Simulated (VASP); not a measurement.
# B2Pb (I4/mmm) in VASP: relaxation of cell and atoms with PBE

Aim: the relaxation of cell and atoms of B2Pb with PBE.

Program: VASP 6.6.1. These are calculated values, not measurements. Logs are shortened: lines on timing, memory, paths and dates and some standing lists are left out, and cuts for length are marked.

**1. The cell of the first run**

The structure is tetragonal, space group I4/mmm (No. 139). Conventional cell: a = 4.133 Å, b = 4.133 Å, c = 5.891 Å, α = 90.00°, β = 90.00°, γ = 90.00°. Within 2.0 Å of B (site symmetry 4mm) lie 1 B at 1.48 Å. Within 3.1 Å of Pb (site symmetry 4/mmm) lie 10 B at 2.20 to 3.02 Å.

**2. Relaxation of cell and atoms, PBE**

File INCAR:

```
ALGO = Normal ; EDIFF = 1E-7
EDIFFG = -0.01 ; ENCUT = 600
GGA = PE ; IBRION = 2
ISIF = 3 ; ISMEAR = 0
LASPH = T ; LCHARG = F
LREAL = F ; LWAVE = F
NELM = 60 ; NSW = 100
PREC = Accurate ; SIGMA = 0.02
```

File KPOINTS:

```
k-points
0
Gamma
  10 10 10
```

File POSCAR:

```
B2Pb
1.0
   -2.0667238036      2.0667238036      2.9456335266
    2.0667238036     -2.0667238036      2.9456335266
    2.0667238036      2.0667238036     -2.9456335266
B Pb
2 1
Direct
    0.6258069311      0.6258069311      0.0000000000
    0.3741930689      0.3741930689      0.0000000000
    0.0000000000      0.0000000000      0.0000000000
```

Potentials or basis: VASP PAW PBE potentials, release 64 (B, Pb_d).

Started as:

```console
$ cat potpaw_PBE.64/B/POTCAR potpaw_PBE.64/Pb_d/POTCAR > POTCAR
$ mpirun -np 1 vasp_std > vasp.out
```

OUTCAR:

```text
EDIFF = 1E-7
   EDIFFG = -0.01
   ENCUT = 600
   GGA = PE
   IBRION = 2
   ISIF = 3
   ISMEAR = 0
   LASPH = T
   LREAL = F
   NELM = 60
   NSW = 100
   PREC = Accurate

 ion  position               nearest neighbor table
   1  0.626  0.626  0.000-   2 1.48   3 2.20   3 3.02   3 3.02   3 3.02   3 3.02
   2  0.374  0.374  0.000-   1 1.48   3 2.20   3 3.02   3 3.02   3 3.02   3 3.02
   3  0.000  0.000  0.000-   1 2.20   2 2.20   1 3.02   2 3.02   1 3.02   1 3.02   1 3.02   2 3.02
                             2 3.02   2 3.02

  LATTYP: Found a body centered tetragonal cell.
 ALAT       =     4.1334476072
 C/A-ratio  =     1.4252671409

  Lattice vectors:

 A1 = (  -2.0667238036,   2.0667238036,   2.9456335266)
 A2 = (   2.0667238036,  -2.0667238036,   2.9456335266)
 A3 = (   2.0667238036,   2.0667238036,  -2.9456335266)

Analysis of symmetry for initial positions (statically):
=====================================================================
 Subroutine PRICEL returns:
 Original cell was already a primitive cell.

 Routine SETGRP: Setting up the symmetry group for a
 body centered tetragonal supercell.

 Subroutine GETGRP returns: Found 16 space group operations
 (whereof 16 operations were pure point group operations)
 out of a pool of 16 trial point group operations.

The static configuration has the point symmetry D_4h.

Analysis of symmetry for dynamics (positions and initial velocities):
=====================================================================
 Subroutine PRICEL returns:
 Original cell was already a primitive cell.

 Routine SETGRP: Setting up the symmetry group for a
 body centered tetragonal supercell.

 Subroutine GETGRP returns: Found 16 space group operations
 (whereof 16 operations were pure point group operations)
 out of a pool of 16 trial point group operations.

The dynamic configuration has the point symmetry D_4h.

 Subroutine INISYM returns: Found 16 space group operations
 (whereof 16 operations are pure point group operations),
 and found     1 'primitive' translations

----------------------------------------------------------------------------------------

                                     Primitive cell

  volume of cell :      50.3273

  direct lattice vectors                    reciprocal lattice vectors
    -2.066723804  2.066723804  2.945633527     0.000000000  0.241928795  0.169742772
     2.066723804 -2.066723804  2.945633527     0.241928795  0.000000000  0.169742772
     2.066723804  2.066723804 -2.945633527     0.241928795  0.241928795  0.000000000

  length of vectors
     4.149632687  4.149632687  4.149632687     0.295537055  0.295537055  0.342138983

  position of ions in fractional coordinates (direct lattice)
     0.625806931  0.625806931  0.000000000
     0.374193069  0.374193069  0.000000000
     0.000000000  0.000000000  0.000000000

  ion indices of the primitive-cell ions
   primitive index   ion index
                 1           1
                 2           2
                 3           3

----------------------------------------------------------------------------------------

 KPOINTS: k-points

Automatic generation of k-mesh.
 Grid dimensions read from file:
 generate k-points for:   10   10   10

 Generating k-lattice:

  Cartesian coordinates                     Fractional coordinates (reciprocal lattice)
     0.000000000  0.024192880  0.016974277     0.100000000 -0.000000000  0.000000000
     0.024192880  0.000000000  0.016974277    -0.000000000  0.100000000  0.000000000
     0.024192880  0.024192880  0.000000000     0.000000000  0.000000000  0.100000000

  Length of vectors
     0.029553705  0.029553705  0.034213898

  Shift w.r.t. Gamma in fractional coordinates (k-lattice)
     0.000000000  0.000000000  0.000000000

 Subroutine IBZKPT returns following result:
 ===========================================

 Found    102 irreducible k-points:

 Following reciprocal coordinates:
            Coordinates               Weight
  0.000000  0.000000  0.000000      1.000000
  0.100000  0.000000 -0.000000      8.000000
  0.200000  0.000000 -0.000000      8.000000
  0.300000  0.000000 -0.000000      8.000000
  0.400000  0.000000  0.000000      8.000000
  0.500000  0.000000  0.000000      4.000000
[... 16 lines left out ...]
  0.300000  0.300000 -0.000000      8.000000
  0.400000  0.300000 -0.000000     16.000000
 [... further k-points ...]
   k-points           NKPTS =    102   k-points in BZ     NKDIM =    102   number of bands    NBANDS=     14
   number of dos      NEDOS =    301   number of ions     NIONS =      3
   total plane-waves  NPLWV =  46656
   dimension x,y,z NGX =    36 NGY =   36 NGZ =   36
   dimension x,y,z NGXF=    72 NGYF=   72 NGZF=   72
   ions per type =               2   1
   NGX,Y,Z   is equivalent  to a cutoff of  14.42, 14.42, 14.42 a.u.
   NGXF,Y,Z  is equivalent  to a cutoff of  28.85, 28.85, 28.85 a.u.
 SYSTEM =  unknown system
   PREC   = accura    normal or accurate (medium, high low for compatibility)
   ISTART =      0    job   : 0-new  1-cont  2-samecut
   ICHARG =      2    charge: 1-file 2-atom 10-const
   ISPIN  =      1    spin polarized calculation?
   LNONCOLLINEAR =      F non collinear calculations
   LSORBIT =      F    spin-orbit coupling
   LASPH  =      T    aspherical Exc in radial PAW
   ENCUT  =  600.0 eV  44.10 Ry    6.64 a.u.   8.29  8.29  8.29*2*pi/ulx,y,z
   NELM   =     60;   NELMIN=  2; NELMDL= -5     # of ELM steps
   EDIFF  = 0.1E-06   stopping-criterion for ELM
   LREAL  =      F    real-space projection
   EDIFFG = -.1E-01   stopping-criterion for IOM
   NSW    =    100    number of steps for IOM
   IBRION =      2    ionic relax: 0-MD 1-quasi-New 2-CG
   NFREE  =      1    steps in history (QN), initial steepest desc. (CG)
   ISIF   =      3    stress and relaxation
   ISYM   =      2    0-nonsym 1-usesym 2-fastsym
   POTIM  = 0.5000    time-step for ionic-motion
   TEBEG  =    0.0;   TEEND  =   0.0 temperature during run
   PSTRESS=    0.0 pullay stress
   NELECT =      20.0000    total number of electrons
   NUPDOWN=      -1.0000    fix difference up-down
   EMIN   =  10.00;   EMAX   =-10.00  energy-range for DOS
   EFERMI =   0.00;   METHOD = LEGACY
   ISMEAR =     0;   SIGMA  =   0.02  broadening in eV -4-tet -1-fermi 0-gaus
   EFERMI_NEDOS =   21; number of points for ismear=-14 and -15
   IALGO  =     38    algorithm
   IMIX   =      4    mixing-type and parameters
     AMIX     =   0.40;   BMIX     =  1.00
     AMIX_MAG =   1.60;   BMIX_MAG =  1.00
  volume/ion in A,a.u.               =      16.78       113.21
  Fermi-wavevector in a.u.,A,eV,Ry     =   1.203604  2.274482 19.710252  1.448663
  Thomas-Fermi vector in A             =   2.339353
   LORBIT       =      0    0 simple, 1 ext, 2 COOP (PROOUT), +10 PAW based schemes
   GGA     = PE    functional components
   LHFCALC =     F    Hartree Fock is set to
   AEXX    =    0.0000 exact exchange contribution
   IVDW    =     0    specifies the selected vdW correction
   LEPSILON=     F    determine dielectric tensor
   LRPA    =     F    only Hartree local field effects (RPA)
 conjugate gradient relaxation of ions
 non-spin polarized calculation
 Gauss-broadening in eV      SIGMA  =   0.02
  energy-cutoff  :      600.00
  volume of cell :       50.33
 maximum number of plane-waves:      1703
 NGX is ok and might be reduce to    36
   NGX = 17   NGY = 17   NGZ = 17

--------------------------------------- Ionic step        1  -------------------------------------------

 number of electron      20.0000000 magnetization

 Free energy of the ion-electron system (eV)
  ---------------------------------------------------
  ext. energy  EPLUGINS =         0.00000000
  ---------------------------------------------------
  free energy    TOTEN  =       -12.78548150 eV

  energy without entropy =      -12.78548150  energy(sigma->0) =      -12.78548150

------------------------ aborting loop because EDIFF is reached ----------------------------------------

  FORCE on cell =-STRESS in cart. coord.  units (eV):
  Direction    XX          YY          ZZ          XY          YZ          ZX
  --------------------------------------------------------------------------------------
  -------------------------------------------------------------------------------------
  Total        0.0129138      0.0129138     -0.0978562      0.0000000     -0.0000000      0.0000000
  in kB        0.4111122      0.4111122     -3.1152662      0.0000000     -0.0000000      0.0000000
  external PRESSURE =      -0.7643473 kB  Pullay stress =       0.0000000 kB
[... 59 lines left out ...]
  energy  without entropy=      -12.7855041491  energy(sigma->0) =      -12.78550415

--------------------------------------- Ionic step        3  -------------------------------------------

 number of electron      20.0000000 magnetization

 Free energy of the ion-electron system (eV)
  ---------------------------------------------------
  ext. energy  EPLUGINS =         0.00000000
  ---------------------------------------------------
  free energy    TOTEN  =       -12.78555196 eV

  energy without entropy =      -12.78555196  energy(sigma->0) =      -12.78555196

 E-fermi :   5.6674     XC(G=0): -10.1931

 val. band max:        5.5838352833   @ k =  -0.1000   0.2000   0.1000
 cond. band min:       6.3701658318   @ k =  -0.1000   0.4000   0.1000
 fundamental gap:      0.7863305485
 Fermi energy:         5.6674271646

 k-point     1 :       0.0000    0.0000    0.0000
  band No.  band energies     occupation
      1     -11.8932      2.00000
      2     -11.6092      2.00000
      3     -11.6092      2.00000
      4     -11.5629      2.00000
      5     -11.5351      2.00000
      6      -6.6198      2.00000
      7       0.5670      2.00000
      8       2.3692      2.00000
      9       5.2750      2.00000
     10       5.2750      2.00000
     11       8.3635      0.00000
     12       8.3635      0.00000
     13       9.5175      0.00000
     14       9.9666      0.00000
[... 375 lines left out ...]
 k-point    24 :       0.4000    0.3000   -0.0000
  band No.  band energies     occupation
      1     -11.9010      2.00000
      2     -11.6089      2.00000
      3     -11.5639      2.00000
      4     -11.5453      2.00000
      5     -11.5162      2.00000
      6      -3.6680      2.00000
      7      -2.7636      2.00000
      8       1.3368      2.00000
      9       1.5075      2.00000
     10       4.0134      2.00000
     11       7.6699      0.00000
     12       7.9892      0.00000
     13      10.1247      0.00000
     14      10.4712      0.00000

 [... further k-points ...]
[... 5 lines left out ...]
  --------------------------------------------------------------------------------------
  -------------------------------------------------------------------------------------
  Total        0.0154624      0.0154624     -0.0025426      0.0000000      0.0000000      0.0000000
  in kB        0.4925630      0.4925630     -0.0809965      0.0000000      0.0000000      0.0000000
  external PRESSURE =       0.3013765 kB  Pullay stress =       0.0000000 kB
[... 18 lines left out ...]
  FREE ENERGIE OF THE ION-ELECTRON SYSTEM (eV)
  ---------------------------------------------------
  free  energy   TOTEN  =       -12.7855519629 eV

  energy  without entropy=      -12.7855519629  energy(sigma->0) =      -12.78555196

 reached required accuracy - stopping structural energy minimisation
```

Wall time 2.7 min (1 thread of Intel Xeon Platinum 8488C (Sapphire Rapids), shared host); peak memory 0.26 GiB.

Results:

```
Free energy                           : -12.7856 eV
Relaxed volume                        : 16.77 Å³/atom
Relaxed cell                          : a = 4.148 Å, b = 4.148 Å, c = 4.148 Å, α = 120.23°, β = 120.23°, γ = 89.61°
Space group after relaxing (to 0.1 Å) : I4/mmm (No. 139)
Energy gained by relaxing             : 0.0 meV/atom
Ionic steps                           : 3
Pressure after relaxing               : 0.0 GPa
Largest force after relaxing          : 0.005 eV/Å
Band gap on the k mesh                : 0.79 eV (least direct gap 1.08 eV)
```

Forces in eV/Å, atoms in the order of the input:
```
B    0.000  0.000 -0.005
B    0.000  0.000  0.005
Pb   0.000  0.000  0.000
```

Final structure:
```
B Pb
1.0
    -2.06696    2.06696    2.94307
     2.06696   -2.06696    2.94307
     2.06696    2.06696   -2.94307
B Pb
2 1
Direct
  0.62595 0.62595 0.00000
  0.37405 0.37405 0.00000
  0.00000 0.00000 0.00000
```

Levels at points of the mesh, in eV from the valence-band top:
```csv
k point,band 7,band 8,band 9,band 10,band 11,band 12,band 13,band 14
"(0.00, 0.00, 0.00)",-5.02,-3.21,-0.31,-0.31,2.78,2.78,3.93,4.38
"(0.50, 0.00, 0.00)",-8.97,-3.36,-0.59,-0.32,0.88,1.16,1.36,5.32
"(0.50, 0.50, 0.00)",-6.80,-5.20,-5.04,-1.82,0.90,3.65,4.70,6.78
"(0.50, 0.50, 0.50)",-7.06,-6.83,-3.19,-3.19,3.21,4.15,6.47,6.47
```

Caveat: spin-orbit coupling is left out, which moves the levels of the heavy elements. A k mesh can miss the band edges.
